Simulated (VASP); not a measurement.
Write the native input for VASP 6.6.1 that does the following.

```yaml
Task: single point
Functional: r2SCAN
Potentials_or_basis: VASP PAW PBE potentials, release 64 (Al, Cu)
Cutoff: 520 eV
k_mesh: 10 × 10 × 6
Occupations: gaussian, width 0.1 eV
Spin: no spin polarisation
Dipole_correction: no
Further_INCAR_settings: ALGO = Normal; EDIFF = 1e-06; NBANDS = 26
```

Crystal: Al2Cu.

```
Al Cu
1.0
     2.81853    2.81853    0.00000
    -2.81853    2.81853    0.00000
     0.00000    0.00000    6.07820
Al Cu
4 2
Direct
  0.50000 0.00000 0.25000
  0.00000 0.50000 0.25000
  0.00000 0.50000 0.75000
  0.50000 0.00000 0.75000
  0.00000 0.00000 0.50000
  0.50000 0.50000 0.00000
```

This cell differs from its parent crystal: uniaxial strain along c: +6.0 %, then relaxed in part.

These files were run (other wordings do the same):

POSCAR

```
Al2Cu
1.0
    2.8185303855      2.8185303855      0.0000000000
   -2.8185303855      2.8185303855      0.0000000000
    0.0000000000      0.0000000000      6.0781958245
Al Cu
4 2
Direct
    0.5000000000      0.0000000000      0.2500000000
    0.0000000000      0.5000000000      0.2500000000
    0.0000000000      0.5000000000      0.7500000000
    0.5000000000      0.0000000000      0.7500000000
    0.0000000000      0.0000000000      0.5000000000
    0.5000000000      0.5000000000      0.0000000000
```

INCAR.step1

```
SYSTEM = Al2Cu
PREC = Accurate
ENCUT = 520
ISMEAR = 0
SIGMA = 0.1
LREAL = .FALSE.
LASPH = .TRUE.
NELM = 80
NBANDS = 26
GGA = PE
ALGO = Normal
EDIFF = 1E-4
LWAVE = .TRUE.
LCHARG = .FALSE.
```

INCAR.step2

```
SYSTEM = Al2Cu
PREC = Accurate
ENCUT = 520
EDIFF = 1E-6
ISMEAR = 0
SIGMA = 0.1
LREAL = .FALSE.
LASPH = .TRUE.
NELM = 80
ALGO = Normal
ISIF = 2
LWAVE = .FALSE.
LCHARG = .TRUE.
METAGGA = R2SCAN
LMIXTAU = .TRUE.
LELF = .TRUE.
LVHAR = .TRUE.
NBANDS = 26
ISTART = 1
```

KPOINTS

```
regular mesh
0
G
  10 10 6
  0 0 0
```

Potentials or basis: VASP PAW PBE potentials, release 64 (Al, Cu).

Run with:

```bash
$ cat potpaw_PBE.64/Al/POTCAR potpaw_PBE.64/Cu/POTCAR > POTCAR
$ cp INCAR.step1 INCAR
$ mpirun -np 1 vasp_std > vasp.out
$ cp INCAR.step2 INCAR
$ mpirun -np 1 vasp_std > vasp.out
```

It gave:

```yaml
Pressure: -2.2 GPa
Band_gap_on_the_k_mesh: zero (bands 17 and 18 overlap by 4.70 eV)
```

Caveat: the cell differs from its parent crystal (uniaxial strain along c: +6.0 %, then relaxed in part); the PAW data sets were made with another functional, which shifts forces and pressure a little.

Run time: 8 min on 1 thread of Intel(R) Xeon(R) Platinum 8488C (Sapphire Rapids), with other jobs on the host, peak memory 0.33 GiB.
